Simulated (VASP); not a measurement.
# Li4Ge2B (R3m) in VASP: a series of runs

Li4Ge2B is run at these levels: PBE; tasks: electric field gradients.

Program: VASP 6.6.1. These are calculated values, not measurements. Logs are shortened: lines on timing, memory, paths and dates and some standing lists are left out, and cuts for length are marked.

### Step 1. The cell of the first run

Symmetry: R3m, No. 160, trigonal system. The conventional cell has a = 4.460 Å, b = 4.460 Å, c = 18.320 Å, α = 90.00°, β = 90.00°, γ = 120.00°. Within 3.3 Å of Li (site symmetry 3m) lie 5 Li at 2.48 to 2.94 Å and 3 B at 2.70 Å and 6 Ge at 3.12 to 3.13 Å. Within 3.3 Å of Li (site symmetry 3m) lie 5 Li at 2.48 to 2.92 Å and 6 Ge at 2.68 to 3.17 Å and 3 B at 3.06 Å. Within 3.1 Å of Li (site symmetry 3m) lie 1 B at 2.34 Å and 4 Li at 2.66 to 2.94 Å and 6 Ge at 2.83 to 2.94 Å. Li (site symmetry 3m) has 4 Ge at 2.46 to 2.79 Å and 4 Li at 2.67 to 2.92 Å and 3 B at 2.99 Å within 3.2 Å. Within 3.2 Å of Ge (site symmetry 3m) lie 10 Li at 2.46 to 3.12 Å and 1 Ge at 2.57 Å and 3 B at 2.74 Å. Within 3.4 Å of Ge (site symmetry 3m) lie 1 Ge at 2.57 Å and 1 B at 2.60 Å and 12 Li at 2.79 to 3.17 Å. B (site symmetry 3m) has 10 Li at 2.34 to 3.06 Å and 4 Ge at 2.60 to 2.74 Å within 3.1 Å.

### Step 2. Electric field gradients, PBE

File INCAR:

```
PREC = Accurate
ENCUT = 520
EDIFF = 1E-8
ISMEAR = 1
SIGMA = 0.001
LREAL = F
LASPH = T
NELM = 100
ALGO = Normal
ISIF = 2
LWAVE = F
LCHARG = F
GGA = PE
LEFG = T
NBANDS = 30
```

File KPOINTS:

```
regular mesh
0
Gamma
  9 9 9
```

File POSCAR:

```
Li4Ge2B
1.0
    2.2301514921      1.2875785643      6.1065700000
   -2.2301514921      1.2875785643      6.1065700000
    0.0000000000     -2.5751571285      6.1065700000
Li Ge B
4 2 1
Direct
    0.1640000000      0.1640000000      0.1640000000
    0.2994000000      0.2994000000      0.2994000000
    0.0033000000      0.0033000000      0.0033000000
    0.4590000000      0.4590000000      0.4590000000
    0.5930500000      0.5930500000      0.5930500000
    0.7335500000      0.7335500000      0.7335500000
    0.8756000000      0.8756000000      0.8756000000
```

Potentials or basis: VASP PAW PBE potentials, release 64 (Li_sv, Ge_d, B).

On the command line:

```sh
$ cat potpaw_PBE.64/Li_sv/POTCAR potpaw_PBE.64/Ge_d/POTCAR potpaw_PBE.64/B/POTCAR > POTCAR
$ mpirun -np 1 vasp_std > vasp.out
```

OUTCAR:

```text
PREC = Accurate
   ENCUT = 520
   EDIFF = 1E-8
   ISMEAR = 1
   LREAL = F
   LASPH = T
   NELM = 100
   ISIF = 2
   GGA = PE

 ion  position               nearest neighbor table
   1  0.164  0.164  0.164-   2 2.48
   2  0.299  0.299  0.299-   1 2.48   5 2.68   5 2.68   5 2.68
   3  0.003  0.003  0.003-   7 2.34
   4  0.459  0.459  0.459-   5 2.46
   5  0.593  0.593  0.593-   4 2.46   6 2.57   2 2.68   2 2.68   2 2.68
   6  0.734  0.734  0.734-   5 2.57
   7  0.876  0.876  0.876-   3 2.34

  LATTYP: Found a trigonal (rhomboedric) cell.
 ALAT       =     6.6273396927
 COS(alpha) =     0.7735250027

  Lattice vectors:

 A1 = (   2.2301514921,   1.2875785643,   6.1065700000)
 A2 = (  -2.2301514921,   1.2875785643,   6.1065700000)
 A3 = (   0.0000000000,  -2.5751571285,   6.1065700000)

Analysis of symmetry for initial positions (statically):
=====================================================================
 Subroutine PRICEL returns:
 Original cell was already a primitive cell.

 Routine SETGRP: Setting up the symmetry group for a
 trigonal (rhombohedral) supercell.

 Subroutine GETGRP returns: Found  6 space group operations
 (whereof  6 operations were pure point group operations)
 out of a pool of 12 trial point group operations.

The static configuration has the point symmetry C_3v.

Analysis of symmetry for dynamics (positions and initial velocities):
=====================================================================
 Subroutine PRICEL returns:
 Original cell was already a primitive cell.

 Routine SETGRP: Setting up the symmetry group for a
 trigonal (rhombohedral) supercell.

 Subroutine GETGRP returns: Found  6 space group operations
 (whereof  6 operations were pure point group operations)
 out of a pool of 12 trial point group operations.

The dynamic configuration has the point symmetry C_3v.

 Subroutine INISYM returns: Found  6 space group operations
 (whereof  6 operations are pure point group operations),
 and found     1 'primitive' translations

----------------------------------------------------------------------------------------

                                     Primitive cell

  volume of cell :     105.2099

  direct lattice vectors                    reciprocal lattice vectors
     2.230151492  1.287578564  6.106570000     0.224200016  0.129441940  0.054586017
    -2.230151492  1.287578564  6.106570000    -0.224200016  0.129441940  0.054586017
     0.000000000 -2.575157128  6.106570000     0.000000000 -0.258883879  0.054586017

  length of vectors
     6.627339693  6.627339693  6.627339693     0.264576069  0.264576069  0.264576069

  position of ions in fractional coordinates (direct lattice)
     0.164000000  0.164000000  0.164000000
     0.299400000  0.299400000  0.299400000
     0.003300000  0.003300000  0.003300000
     0.459000000  0.459000000  0.459000000
     0.593050000  0.593050000  0.593050000
     0.733550000  0.733550000  0.733550000
     0.875600000  0.875600000  0.875600000

  ion indices of the primitive-cell ions
   primitive index   ion index
                 1           1
                 2           2
                 3           3
                 4           4
                 5           5
                 6           6
                 7           7

----------------------------------------------------------------------------------------

 KPOINTS: regular mesh

Automatic generation of k-mesh.
 Grid dimensions read from file:
 generate k-points for:    9    9    9

 Generating k-lattice:

  Cartesian coordinates                     Fractional coordinates (reciprocal lattice)
     0.024911113  0.014382438  0.006065113     0.111111111 -0.000000000 -0.000000000
    -0.024911113  0.014382438  0.006065113    -0.000000000  0.111111111 -0.000000000
[... 58 lines left out ...]
   EDIFF  = 0.1E-07   stopping-criterion for ELM
   LREAL  =      F    real-space projection
   EDIFFG = 0.1E-06   stopping-criterion for IOM
   NSW    =      0    number of steps for IOM
   IBRION =     -1    ionic relax: 0-MD 1-quasi-New 2-CG
   NFREE  =      0    steps in history (QN), initial steepest desc. (CG)
   ISIF   =      2    stress and relaxation
   ISYM   =      2    0-nonsym 1-usesym 2-fastsym
   POTIM  = 0.5000    time-step for ionic-motion
   TEBEG  =    0.0;   TEEND  =   0.0 temperature during run
   PSTRESS=    0.0 pullay stress
   NELECT =      43.0000    total number of electrons
   NUPDOWN=      -1.0000    fix difference up-down
   EMIN   =  10.00;   EMAX   =-10.00  energy-range for DOS
   EFERMI =   0.00;   METHOD = LEGACY
   ISMEAR =     1;   SIGMA  =   0.00  broadening in eV -4-tet -1-fermi 0-gaus
   EFERMI_NEDOS =   21; number of points for ismear=-14 and -15
   IALGO  =     38    algorithm
   IMIX   =      4    mixing-type and parameters
     AMIX     =   0.40;   BMIX     =  1.00
     AMIX_MAG =   1.60;   BMIX_MAG =  1.00
  volume/ion in A,a.u.               =      15.03       101.43
  Fermi-wavevector in a.u.,A,eV,Ry     =   1.214914  2.295854 20.082406  1.476015
  Thomas-Fermi vector in A             =   2.350318
   LORBIT       =      0    0 simple, 1 ext, 2 COOP (PROOUT), +10 PAW based schemes
   GGA     = PE    functional components
   LHFCALC =     F    Hartree Fock is set to
   AEXX    =    0.0000 exact exchange contribution
   IVDW    =     0    specifies the selected vdW correction
   LEPSILON=     F    determine dielectric tensor
   LRPA    =     F    only Hartree local field effects (RPA)
 non-spin polarized calculation
 Methfessel and Paxton  Order N= 1 SIGMA  =   0.00
  energy-cutoff  :      520.00
  volume of cell :      105.21
 maximum number of plane-waves:      2856
 NGX is ok and might be reduce to    50
   NGX = 25   NGY = 25   NGZ = 25

 number of electron      43.0000008 magnetization

 Free energy of the ion-electron system (eV)
  ---------------------------------------------------
  ext. energy  EPLUGINS =         0.00000000
  ---------------------------------------------------
  free energy    TOTEN  =       -22.41608752 eV

  energy without entropy =      -22.41607745  energy(sigma->0) =      -22.41608416

 E-fermi :   3.7731     XC(G=0):  -9.3838

 val. band max:        3.7730930150   @ k =  -0.4444   0.4444   0.1111
 cond. band min:       3.7733101726   @ k =   0.4444   0.2222   0.0000
 fundamental gap:      0.0002171576
 Fermi energy:         3.7731222518

 k-point     1 :       0.0000    0.0000    0.0000
  band No.  band energies     occupation
      1     -43.0697      2.00000
      2     -42.9742      2.00000
      3     -42.5679      2.00000
      4     -42.4093      2.00000
      5     -20.8941      2.00000
      6     -20.8694      2.00000
[... 781 lines left out ...]
     29       9.5999      0.00000
     30       9.7826      0.00000

 [... further k-points ...]

------------------------ aborting loop because EDIFF is reached ----------------------------------------

  FORCE on cell =-STRESS in cart. coord.  units (eV):
  Direction    XX          YY          ZZ          XY          YZ          ZX
  --------------------------------------------------------------------------------------
  -------------------------------------------------------------------------------------
  Total       -3.2647809     -3.2647809      0.3768445      0.0000000      0.0000000      0.0000000
  in kB      -49.7173455    -49.7173455      5.7387342      0.0000000      0.0000000      0.0000000
  external PRESSURE =     -31.2319856 kB  Pullay stress =       0.0000000 kB

 VOLUME and BASIS-vectors are now :
 -----------------------------------------------------------------------------
  energy-cutoff  :      520.00
  volume of cell :      105.21
      direct lattice vectors                 reciprocal lattice vectors
     2.230151492  1.287578564  6.106570000     0.224200016  0.129441940  0.054586017
    -2.230151492  1.287578564  6.106570000    -0.224200016  0.129441940  0.054586017
     0.000000000 -2.575157128  6.106570000     0.000000000 -0.258883879  0.054586017

 POSITION                                       TOTAL-FORCE (eV/Angst)
 -----------------------------------------------------------------------------------
      0.00000      0.00000      3.00443         0.000000     -0.000000     -0.371838
      0.00000      0.00000      5.48492         0.000000      0.000000      0.582131
      0.00000      0.00000      0.06046         0.000000      0.000000      0.415304
      0.00000      0.00000      8.40875         0.000000     -0.000000     -0.730364
      0.00000      0.00000     10.86450         0.000000     -0.000000     -0.195967
      0.00000      0.00000     13.43842         0.000000      0.000000      0.962469
      0.00000      0.00000     16.04074         0.000000     -0.000000     -0.661734
 -----------------------------------------------------------------------------------
    total drift:                               -0.000000      0.000000     -0.000454

  FREE ENERGIE OF THE ION-ELECTRON SYSTEM (eV)
  ---------------------------------------------------
  free  energy   TOTEN  =       -22.4160875167 eV

  energy  without entropy=      -22.4160774463  energy(sigma->0) =      -22.41608416

 Electric field gradients (V/A^2)
---------------------------------------------------------------------
 ion       V_xx      V_yy      V_zz      V_xy      V_xz      V_yz
---------------------------------------------------------------------
   1      -0.233    -0.233     0.465    -0.000    -0.000    -0.000
   2      -0.045    -0.045     0.090     0.000    -0.000    -0.000
   3       0.480     0.480    -0.960     0.000     0.000    -0.000
   4       0.053     0.053    -0.106    -0.000    -0.000    -0.000
   5      21.829    21.829   -43.658     0.000     0.000    -0.000
   6     -47.469   -47.469    94.937     0.000     0.000    -0.000
   7       2.075     2.075    -4.150    -0.000    -0.000    -0.000
---------------------------------------------------------------------

 Electric field gradients after diagonalization (V/A^2)
 (convention: |V_zz| > |V_xx| > |V_yy|)
----------------------------------------------------------------------
 ion       V_xx      V_yy      V_zz     asymmetry (V_yy - V_xx)/ V_zz
----------------------------------------------------------------------
   1      -0.233    -0.233     0.465       0.000
   2      -0.045    -0.045     0.090       0.000
   3       0.480     0.480    -0.960       0.000
   4       0.053     0.053    -0.106       0.000
   5      21.829    21.829   -43.658       0.000
   6     -47.469   -47.469    94.937       0.000
   7       2.075     2.075    -4.150       0.000
----------------------------------------------------------------------

           NMR quadrupolar parameters

 Cq : quadrupolar parameter    Cq=e*Q*V_zz/h
 eta: asymmetry parameters     (V_yy - V_xx)/ V_zz
 Q  : nuclear electric quadrupole moment in mb (millibarn)
----------------------------------------------------------------------
 ion       Cq(MHz)       eta       Q (mb)
----------------------------------------------------------------------
   1       0.001       0.000       1.000
   2       0.000       0.000       1.000
   3      -0.002       0.000       1.000
   4      -0.000       0.000       1.000
   5      -0.106       0.000       1.000
   6       0.230       0.000       1.000
   7      -0.010       0.000       1.000
----------------------------------------------------------------------
```

It took 8.9 min on 1 thread of AMD EPYC 7R13 (Zen 3), shared host; peak memory 0.46 GiB.

Results:

```yaml
Free_energy: -22.4161 eV
Largest_force: 0.962 eV/Å
Band_gap_on_the_k_mesh: zero (an odd number of electrons rules out a gap without spin polarisation)
Largest_electric_field_gradient_by_atom: Li +0.5, +0.1, -1.0, -0.1; Ge -43.7, +94.9; B -4.2 V/Å²
```

Forces in eV/Å, atoms in the order of the input:
```
Li   0.000  0.000 -0.372
Li   0.000  0.000  0.582
Li   0.000  0.000  0.415
Li   0.000  0.000 -0.730
Ge   0.000  0.000 -0.196
Ge   0.000  0.000  0.962
B    0.000  0.000 -0.662
```

Levels at points of the mesh, in eV from the Fermi level:
```csv
k point,band 19,band 20,band 21,band 22,band 23,band 24
"(0.00, 0.00, 0.00)",-1.20,-1.20,-0.34,-0.34,1.60,1.71
```

Electric field gradients, principal values (V/Å²):
```
atom    least   middle  greatest (by size)
1 Li   -0.233   -0.233               0.465
2 Li   -0.045   -0.045               0.090
3 Li    0.480    0.480              -0.960
4 Li    0.053    0.053              -0.106
5 Ge   21.829   21.829             -43.658
6 Ge  -47.469  -47.469              94.937
 7 B    2.075    2.075              -4.150
```

Caveat: the cutoff is under 1.25 times the usual one of these potentials, so pressure, stress and relaxed cells hold a basis-set (Pulay) error; without QUAD_EFG the Cq values of the log hold for a quadrupole moment of 1 mb, not for the nuclei.

(Part 1 of 2 ends here.)
